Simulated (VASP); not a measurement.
Set up this calculation in VASP 6.6.1, as the native input.

| Property | Result |
| --- | --- |
| Task | single point |
| Functional | PBEsol |
| Potentials or basis | VASP PAW PBE potentials, release 64 (Pt) |
| Cutoff | 520 eV |
| k mesh | 9 × 9 × 18 |
| Occupations | gaussian, width 0.1 eV |
| Spin | no spin polarisation |
| Dipole correction | no |
| Further INCAR settings | ALGO = Normal; EDIFF = 1e-06; NBANDS = 17 |

The structure of Pt lies in POSCAR:

```
Pt
1.0
    4.0056786547      0.0000000000      0.0000000001
    0.0000000000      4.0056786547      0.0000000000
   -2.0028393274      0.0000000000      1.9233005903
Pt
2
Direct
    0.0000000000      0.0000000000      0.0000000000
    0.5000000000      0.5000000000      0.0000000000
```

The input as run:

INCAR

```
ALGO = Normal
EDIFF = 1E-6
ENCUT = 520
GGA = PS
ISIF = 2
ISMEAR = 0
LASPH = True
LCHARG = True
LELF = True
LREAL = False
LVHAR = True
LWAVE = False
NBANDS = 17
NELM = 80
PREC = Accurate
SIGMA = 0.1
```

KPOINTS

```
k-points
0
Gamma
  9 9 18
```

Potentials or basis: VASP PAW PBE potentials, release 64 (Pt).

Launch:

```console
$ cat potpaw_PBE.64/Pt/POTCAR > POTCAR
$ mpirun -np 1 vasp_std > vasp.out
```

It gave:

```json
{
 "Pressure": "-7.2 GPa",
 "Band gap on the k mesh": "zero (bands 10 and 11 overlap by 1.60 eV)"
}
```

Caveat: the cell stands under tension; the PAW data sets were made with another functional, which shifts forces and pressure a little; spin-orbit coupling is left out, which moves the levels of the heavy elements.

It took 47 s on 1 thread of Intel(R) Xeon(R) 6975P-C (Granite Rapids), with other jobs on the host, peak memory 0.24 GiB.
